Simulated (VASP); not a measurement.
# WSe2 (P6_3/mmc) in VASP: further runs

Runs on WSe2. Level: PBE. Tasks: electric field gradients, density of states.

All numbers are computed with VASP 6.6.1; they aren't measurements. Logs are shortened: lines on timing, memory, paths and dates and some standing lists are left out, and cuts for length are marked.

### 1 The cell of the first run

Symmetry: P6_3/mmc, No. 194, hexagonal system. The conventional cell has a = 3.290 Å, b = 3.290 Å, c = 12.970 Å, α = 90.00°, β = 90.00°, γ = 120.00°. W (site symmetry -6m2) has 6 Se at 2.53 Å and 6 W at 3.29 Å within 3.3 Å. Se (site symmetry 3m) has 3 W at 2.53 Å and 6 Se at 3.29 Å within 3.3 Å.

### 2 Electric field gradients, PBE

INCAR

```
SYSTEM = WSe2
  PREC = Accurate
  ENCUT = 520
  EDIFF = 1E-8
  ISMEAR = -1
  SIGMA = 0.08
  LREAL = .False.
  LASPH = .True.
  NELM = 80
  ALGO = Normal
  ISIF = 2
  LWAVE = .False.
  LCHARG = .False.
  GGA = PE
  LEFG = .True.
  NBANDS = 35
```

KPOINTS

```
Automatic mesh
0
Gamma
  10 10 3
  0 0 0
```

POSCAR

```
WSe2
1.0
    3.2899984505      0.0000000000      0.0000000000
   -1.6449992252      2.8492222365      0.0000000000
    0.0000000000      0.0000000000     12.9700000000
W Se
2 4
Direct
    0.3333333333      0.6666666667      0.2500000000
    0.6666666667      0.3333333333      0.7500000000
    0.3333333333      0.6666666667      0.6210000000
    0.6666666667      0.3333333333      0.1210000000
    0.3333333333      0.6666666667      0.8790000000
    0.6666666667      0.3333333333      0.3790000000
```

Potentials or basis: VASP PAW PBE potentials, release 64 (W_sv, Se).

Started as:

```
$ cat potpaw_PBE.64/W_sv/POTCAR potpaw_PBE.64/Se/POTCAR > POTCAR
$ mpirun -np 1 vasp_std > vasp.out
```

OUTCAR:

```text
SYSTEM = WSe2
   PREC = Accurate
   ENCUT = 520
   EDIFF = 1E-8
   ISMEAR = -1
   LREAL = .False.
   LASPH = .True.
   NELM = 80
   ISIF = 2
   GGA = PE

 ion  position               nearest neighbor table
   1  0.333  0.667  0.250-   4 2.53   6 2.53   4 2.53   6 2.53   4 2.53   6 2.53
   2  0.667  0.333  0.750-   3 2.53   5 2.53   3 2.53   5 2.53   3 2.53   5 2.53
   3  0.333  0.667  0.621-   2 2.53   2 2.53   2 2.53
   4  0.667  0.333  0.121-   1 2.53   1 2.53   1 2.53
   5  0.333  0.667  0.879-   2 2.53   2 2.53   2 2.53
   6  0.667  0.333  0.379-   1 2.53   1 2.53   1 2.53

  LATTYP: Found a hexagonal cell.
 ALAT       =     3.2899984505
 C/A-ratio  =     3.9422510968

  Lattice vectors:

 A1 = (   3.2899984505,   0.0000000000,   0.0000000000)
 A2 = (  -1.6449992252,   2.8492222365,   0.0000000000)
 A3 = (   0.0000000000,   0.0000000000,  12.9700000000)

Analysis of symmetry for initial positions (statically):
=====================================================================
 Subroutine PRICEL returns:
 Original cell was already a primitive cell.

 Routine SETGRP: Setting up the symmetry group for a
 hexagonal supercell.

 Subroutine GETGRP returns: Found 24 space group operations
 (whereof 12 operations were pure point group operations)
 out of a pool of 24 trial point group operations.

The static configuration has the point symmetry D_3d.
 The point group associated with its full space group is D_6h.

Analysis of symmetry for dynamics (positions and initial velocities):
=====================================================================
 Subroutine PRICEL returns:
 Original cell was already a primitive cell.

 Routine SETGRP: Setting up the symmetry group for a
 hexagonal supercell.

 Subroutine GETGRP returns: Found 24 space group operations
 (whereof 12 operations were pure point group operations)
 out of a pool of 24 trial point group operations.

The dynamic configuration has the point symmetry D_3d.
 The point group associated with its full space group is D_6h.

 Subroutine INISYM returns: Found 24 space group operations
 (whereof 12 operations are pure point group operations),
 and found     1 'primitive' translations

----------------------------------------------------------------------------------------

                                     Primitive cell

  volume of cell :     121.5800

  direct lattice vectors                    reciprocal lattice vectors
     3.289998451  0.000000000  0.000000000     0.303951511  0.175486487  0.000000000
    -1.644999225  2.849222237  0.000000000     0.000000000  0.350972973  0.000000000
     0.000000000  0.000000000 12.970000000     0.000000000  0.000000000  0.077101002

  length of vectors
     3.289998451  3.289998450 12.970000000     0.350972973  0.350972973  0.077101002

  position of ions in fractional coordinates (direct lattice)
     0.333333333  0.666666667  0.250000000
     0.666666667  0.333333333  0.750000000
     0.333333333  0.666666667  0.621000000
     0.666666667  0.333333333  0.121000000
     0.333333333  0.666666667  0.879000000
     0.666666667  0.333333333  0.379000000

  ion indices of the primitive-cell ions
   primitive index   ion index
                 1           1
                 2           2
                 3           3
                 4           4
                 5           5
                 6           6

----------------------------------------------------------------------------------------

 KPOINTS: Automatic mesh

Automatic generation of k-mesh.
 Grid dimensions read from file:
 generate k-points for:   10   10    3

 Generating k-lattice:

  Cartesian coordinates                     Fractional coordinates (reciprocal lattice)
[... 48 lines left out ...]
   NGX,Y,Z   is equivalent  to a cutoff of  12.13, 12.13, 12.31 a.u.
   NGXF,Y,Z  is equivalent  to a cutoff of  24.25, 24.25, 24.61 a.u.
 SYSTEM =  WSe2
   PREC   = accura    normal or accurate (medium, high low for compatibility)
   ISTART =      0    job   : 0-new  1-cont  2-samecut
   ICHARG =      2    charge: 1-file 2-atom 10-const
   ISPIN  =      1    spin polarized calculation?
   LNONCOLLINEAR =      F non collinear calculations
   LSORBIT =      F    spin-orbit coupling
   LASPH  =      T    aspherical Exc in radial PAW
   ENCUT  =  520.0 eV  38.22 Ry    6.18 a.u.   6.12  6.12 24.12*2*pi/ulx,y,z
   NELM   =     80;   NELMIN=  2; NELMDL= -5     # of ELM steps
   EDIFF  = 0.1E-07   stopping-criterion for ELM
   LREAL  =      F    real-space projection
   EDIFFG = 0.1E-06   stopping-criterion for IOM
   NSW    =      0    number of steps for IOM
   IBRION =     -1    ionic relax: 0-MD 1-quasi-New 2-CG
   NFREE  =      0    steps in history (QN), initial steepest desc. (CG)
   ISIF   =      2    stress and relaxation
   ISYM   =      2    0-nonsym 1-usesym 2-fastsym
   POTIM  = 0.5000    time-step for ionic-motion
   TEBEG  =    0.0;   TEEND  =   0.0 temperature during run
   PSTRESS=    0.0 pullay stress
   NELECT =      52.0000    total number of electrons
   NUPDOWN=      -1.0000    fix difference up-down
   EMIN   =  10.00;   EMAX   =-10.00  energy-range for DOS
   EFERMI =   0.00;   METHOD = LEGACY
   ISMEAR =    -1;   SIGMA  =   0.08  broadening in eV -4-tet -1-fermi 0-gaus
   EFERMI_NEDOS =   21; number of points for ismear=-14 and -15
   IALGO  =     38    algorithm
   IMIX   =      4    mixing-type and parameters
     AMIX     =   0.40;   BMIX     =  1.00
     AMIX_MAG =   1.60;   BMIX_MAG =  1.00
  volume/ion in A,a.u.               =      20.26       136.74
  Fermi-wavevector in a.u.,A,eV,Ry     =   1.233451  2.330885 20.699927  1.521402
  Thomas-Fermi vector in A             =   2.368181
   LORBIT       =      0    0 simple, 1 ext, 2 COOP (PROOUT), +10 PAW based schemes
   GGA     = PE    functional components
   LHFCALC =     F    Hartree Fock is set to
   AEXX    =    0.0000 exact exchange contribution
   IVDW    =     0    specifies the selected vdW correction
   LEPSILON=     F    determine dielectric tensor
   LRPA    =     F    only Hartree local field effects (RPA)
 non-spin polarized calculation
  energy-cutoff  :      520.00
  volume of cell :      121.58
 maximum number of plane-waves:      3316
   NGX = 13   NGY = 13   NGZ = 49

 number of electron      51.9999991 magnetization

 Free energy of the ion-electron system (eV)
  ---------------------------------------------------
  ext. energy  EPLUGINS =         0.00000000
  ---------------------------------------------------
  free energy    TOTEN  =       -43.12903747 eV

  energy without entropy =      -43.12894387  energy(sigma->0) =      -43.12899067

 E-fermi :   6.7100     XC(G=0): -10.7551

 val. band max:        6.2731690695   @ k =   0.0000   0.0000   0.0000
 cond. band min:       7.2645450203   @ k =   0.2000   0.2000   0.0000
 fundamental gap:      0.9913759508
 Fermi energy:         6.7100353139

 k-point     1 :       0.0000    0.0000    0.0000
  band No.  band energies     occupation
      1     -68.0613      2.00000
      2     -68.0613      2.00000
      3     -32.3071      2.00000
      4     -32.3071      2.00000
      5     -32.1824      2.00000
      6     -32.1824      2.00000
[... 901 lines left out ...]
     34      10.2700      0.00000
     35      10.8924      0.00000

 [... further k-points ...]
[... 5 lines left out ...]
  --------------------------------------------------------------------------------------
  -------------------------------------------------------------------------------------
  Total        2.7810142      2.7810142      3.6198258      0.0000000     -0.0000000     -0.0000000
  in kB       36.6481281     36.6481281     47.7019642      0.0000000     -0.0000000     -0.0000000
  external PRESSURE =      40.3327401 kB  Pullay stress =       0.0000000 kB

 VOLUME and BASIS-vectors are now :
 -----------------------------------------------------------------------------
  energy-cutoff  :      520.00
  volume of cell :      121.58
      direct lattice vectors                 reciprocal lattice vectors
     3.289998451  0.000000000  0.000000000     0.303951511  0.175486487  0.000000000
    -1.644999225  2.849222237  0.000000000     0.000000000  0.350972973  0.000000000
     0.000000000  0.000000000 12.970000000     0.000000000  0.000000000  0.077101002

 POSITION                                       TOTAL-FORCE (eV/Angst)
 -----------------------------------------------------------------------------------
     -0.00000      1.89948      3.24250         0.000000     -0.000000      0.000000
      1.64500      0.94974      9.72750        -0.000000      0.000000      0.000000
     -0.00000      1.89948      8.05437         0.000000      0.000000     -0.217166
      1.64500      0.94974      1.56937        -0.000000     -0.000000     -0.217166
     -0.00000      1.89948     11.40063         0.000000      0.000000      0.217166
      1.64500      0.94974      4.91563         0.000000     -0.000000      0.217166
 -----------------------------------------------------------------------------------
    total drift:                               -0.000000      0.000000     -0.000000

  FREE ENERGIE OF THE ION-ELECTRON SYSTEM (eV)
  ---------------------------------------------------
  free  energy   TOTEN  =       -43.1290374680 eV

  energy  without entropy=      -43.1289438703  energy(sigma->0) =      -43.12899067

 Electric field gradients (V/A^2)
---------------------------------------------------------------------
 ion       V_xx      V_yy      V_zz      V_xy      V_xz      V_yz
---------------------------------------------------------------------
   1      76.308    76.309  -152.617     0.001     0.000     0.000
   2      76.308    76.309  -152.617     0.001    -0.000     0.000
   3      37.519    37.518   -75.037    -0.000    -0.000     0.000
   4      37.519    37.518   -75.037    -0.000     0.000    -0.000
   5      37.519    37.518   -75.037    -0.000     0.000    -0.000
   6      37.519    37.518   -75.037    -0.000    -0.000     0.000
---------------------------------------------------------------------

 Electric field gradients after diagonalization (V/A^2)
 (convention: |V_zz| > |V_xx| > |V_yy|)
----------------------------------------------------------------------
 ion       V_xx      V_yy      V_zz     asymmetry (V_yy - V_xx)/ V_zz
----------------------------------------------------------------------
   1      76.309    76.308  -152.617       0.000
   2      76.309    76.308  -152.617       0.000
   3      37.519    37.518   -75.037       0.000
   4      37.519    37.518   -75.037       0.000
   5      37.519    37.518   -75.037       0.000
   6      37.519    37.518   -75.037       0.000
----------------------------------------------------------------------

           NMR quadrupolar parameters

 Cq : quadrupolar parameter    Cq=e*Q*V_zz/h
 eta: asymmetry parameters     (V_yy - V_xx)/ V_zz
 Q  : nuclear electric quadrupole moment in mb (millibarn)
----------------------------------------------------------------------
 ion       Cq(MHz)       eta       Q (mb)
----------------------------------------------------------------------
   1      -0.369       0.000       1.000
   2      -0.369       0.000       1.000
   3      -0.181       0.000       1.000
   4      -0.181       0.000       1.000
   5      -0.181       0.000       1.000
   6      -0.181       0.000       1.000
----------------------------------------------------------------------
```

Run time: 2.2 min. Hardware: 1 thread of Intel Xeon 6975P-C, shared host; peak memory 0.28 GiB.

What came out:

* Free energy: -43.1290 eV
* Pressure: 4.0 GPa
* Largest force: 0.217 eV/Å
* Band gap on the k mesh: 0.99 eV, indirect (least direct gap 1.79 eV)

Forces in eV/Å, atoms in the order of the input:
```
W    0.000  0.000  0.000
W    0.000  0.000  0.000
Se   0.000  0.000 -0.217
Se   0.000  0.000 -0.217
Se   0.000  0.000  0.217
Se   0.000  0.000  0.217
```

Electric field gradients, principal values (V/Å²):
| atom | least | middle | greatest (by size) |
| --- | --- | --- | --- |
| 1 W | 76.308 | 76.309 | -152.617 |
| 2 W | 76.308 | 76.309 | -152.617 |
| 3 Se | 37.518 | 37.519 | -75.037 |
| 4 Se | 37.518 | 37.519 | -75.037 |
| 5 Se | 37.518 | 37.519 | -75.037 |
| 6 Se | 37.518 | 37.519 | -75.037 |

Caveat: without QUAD_EFG the Cq values of the log hold for a quadrupole moment of 1 mb, not for the nuclei; spin-orbit coupling is left out, which moves the levels of the heavy elements; this functional lacks dispersion, which binds the layers, so the pressure and a relaxed spacing across them are unreliable.

### 3 Density of states, PBE

POSCAR is that of step 2.

INCAR.step1

```
SYSTEM = WSe2
ALGO = Normal
EDIFF = 1E-7
ENCUT = 520
GGA = PE
ISIF = 2
ISMEAR = -1
LASPH = .TRUE.
LCHARG = .TRUE.
LMAXMIX = 4
LREAL = .FALSE.
LWAVE = .FALSE.
NBANDS = 35
NELM = 60
PREC = Accurate
SIGMA = 0.08
```

KPOINTS.step1

```
k-points
0
G
  10 10 3
  0 0 0
```

INCAR.step2

```
SYSTEM = WSe2
ALGO = Normal
EDIFF = 1E-7
ENCUT = 520
GGA = PE
ICHARG = 11
ISIF = 2
ISMEAR = -5
LASPH = .TRUE.
LCHARG = .FALSE.
LMAXMIX = 4
LORBIT = 11
LREAL = .FALSE.
LWAVE = .FALSE.
NBANDS = 35
NEDOS = 1001
NELM = 60
PREC = Accurate
SIGMA = 0.08
```

KPOINTS.step2

```
k-points
0
G
  15 15 5
  0 0 0
```

Potentials or basis: VASP PAW PBE potentials, release 64 (W_sv, Se).

Started as:

```
$ cat potpaw_PBE.64/W_sv/POTCAR potpaw_PBE.64/Se/POTCAR > POTCAR
$ cp INCAR.step1 INCAR
$ cp KPOINTS.step1 KPOINTS
$ mpirun -np 1 vasp_std > vasp.out
$ cp INCAR.step2 INCAR
$ cp KPOINTS.step2 KPOINTS
$ mpirun -np 1 vasp_std > vasp.out
```

OUTCAR:

```text
SYSTEM = WSe2
   EDIFF = 1E-7
   ENCUT = 520
   GGA = PE
   ICHARG = 11
   ISIF = 2
   ISMEAR = -5
   LASPH = .TRUE.
   LORBIT = 11
   LREAL = .FALSE.
   NELM = 60
   PREC = Accurate

 ion  position               nearest neighbor table
   1  0.333  0.667  0.250-   4 2.53   6 2.53   4 2.53   6 2.53   4 2.53   6 2.53
   2  0.667  0.333  0.750-   3 2.53   5 2.53   3 2.53   5 2.53   3 2.53   5 2.53
   3  0.333  0.667  0.621-   2 2.53   2 2.53   2 2.53
   4  0.667  0.333  0.121-   1 2.53   1 2.53   1 2.53
   5  0.333  0.667  0.879-   2 2.53   2 2.53   2 2.53
   6  0.667  0.333  0.379-   1 2.53   1 2.53   1 2.53

  LATTYP: Found a hexagonal cell.
 ALAT       =     3.2899984505
 C/A-ratio  =     3.9422510968
[... 1125 lines left out ...]
  energy-cutoff  :      520.00
  volume of cell :      121.58
      direct lattice vectors                 reciprocal lattice vectors
     3.289998451  0.000000000  0.000000000     0.303951511  0.175486487  0.000000000
    -1.644999225  2.849222237  0.000000000     0.000000000  0.350972973  0.000000000
     0.000000000  0.000000000 12.970000000     0.000000000  0.000000000  0.077101002

 POSITION                                       TOTAL-FORCE (eV/Angst)
 -----------------------------------------------------------------------------------
     -0.00000      1.89948      3.24250         0.000000     -0.000000      0.000000
      1.64500      0.94974      9.72750        -0.000000      0.000000      0.000000
     -0.00000      1.89948      8.05437        -0.000000      0.000000     -0.217492
      1.64500      0.94974      1.56937        -0.000000      0.000000     -0.217492
     -0.00000      1.89948     11.40063        -0.000000      0.000000      0.217492
      1.64500      0.94974      4.91563        -0.000000     -0.000000      0.217492
 -----------------------------------------------------------------------------------
    total drift:                               -0.000000      0.000000     -0.000000

  FREE ENERGIE OF THE ION-ELECTRON SYSTEM (eV)
  ---------------------------------------------------
  free  energy   TOTEN  =       -43.1289252294 eV

  energy  without entropy=      -43.1289252294  energy(sigma->0) =      -43.12892523

 total charge

# of ion       s       p       d       tot
------------------------------------------
    1        2.311   6.280   3.383  11.974
    2        2.311   6.280   3.383  11.974
    3        1.476   2.355   0.071   3.903
    4        1.476   2.355   0.071   3.903
    5        1.476   2.355   0.071   3.903
    6        1.476   2.355   0.071   3.903
--------------------------------------------------
tot         10.526  21.982   7.051  39.560
```

OUTCAR.step1:

```text
SYSTEM = WSe2
   EDIFF = 1E-7
   ENCUT = 520
   GGA = PE
   ISIF = 2
   ISMEAR = -1
   LASPH = .TRUE.
[... 1150 lines left out ...]
      1.64500      0.94974      1.56937         0.000000     -0.000000     -0.217296
     -0.00000      1.89948     11.40063        -0.000000     -0.000000      0.217296
      1.64500      0.94974      4.91563         0.000000      0.000000      0.217296
 -----------------------------------------------------------------------------------
    total drift:                               -0.000000      0.000000     -0.000000

  FREE ENERGIE OF THE ION-ELECTRON SYSTEM (eV)
  ---------------------------------------------------
  free  energy   TOTEN  =       -43.1290373314 eV

  energy  without entropy=      -43.1289437258  energy(sigma->0) =      -43.12899053
```

Run time: 5.4 min. Hardware: 1 thread of Intel Xeon 6975P-C, shared host; peak memory 0.41 GiB.

Results:

| Property | Result |
| --- | --- |
| Valence electrons inside the program's atomic spheres | W 11.97; Se 3.90 |

Caveat: spin-orbit coupling is left out, which moves the levels of the heavy elements; this functional lacks dispersion, which binds the layers, so the pressure and a relaxed spacing across them are unreliable.
